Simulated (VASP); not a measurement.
Set up this calculation in VASP 6.6.1, as the native input.

```
Task                   : single point
Functional             : LDA
Potentials or basis    : VASP PAW LDA potentials, release 64 (Se, Pt)
Cutoff                 : 520 eV
k mesh                 : 9 × 9 × 1
Occupations            : gaussian, width 0.02 eV
Spin                   : no spin polarisation
Dipole correction      : yes
Further INCAR settings : ALGO = Normal; EDIFF = 1e-07; NBANDS = 18
```

The structure of PtSe2 lies in POSCAR:

```
PtSe2
1.0
    3.7069017943      0.0000000000      0.0000000000
   -1.8534508971      3.2102711232      0.0000000000
    0.0000000000      0.0000000000     31.1215005226
Se Pt
2 1
Direct
    0.6666666667      0.3333333333      0.4574342089
    0.3333333333      0.6666666667      0.5425657911
    0.0000000000      0.0000000000      0.5000000000
```

The input as run:

INCAR

```
SYSTEM = PtSe2
PREC = Accurate
ENCUT = 520
EDIFF = 1E-7
ISMEAR = 0
SIGMA = 0.02
LREAL = .False.
LASPH = .True.
NELM = 60
ALGO = Normal
ISIF = 2
LWAVE = .False.
LCHARG = .False.
LDIPOL = .True.
IDIPOL = 3
DIPOL = 0.5 0.5 0.500
GGA = CA
NBANDS = 18
```

KPOINTS

```
Automatic mesh
0
Gamma
  9 9 1
  0 0 0
```

Potentials or basis: VASP PAW LDA potentials, release 64 (Se, Pt).

Run with:

```bash
$ cat potpaw_LDA.64/Se/POTCAR potpaw_LDA.64/Pt/POTCAR > POTCAR
$ mpirun -np 1 vasp_std > vasp.out
```

Results of the run:

The largest force is 0.591 eV/Å and the band gap on the k mesh is 1.28 eV (least direct gap 1.50 eV).

Caveat: spin-orbit coupling is left out, which moves the levels of the heavy elements.

Wall time 76 s on 1 thread of Intel(R) Xeon(R) 6975P-C (Granite Rapids), on a shared host, peak memory 0.38 GiB.
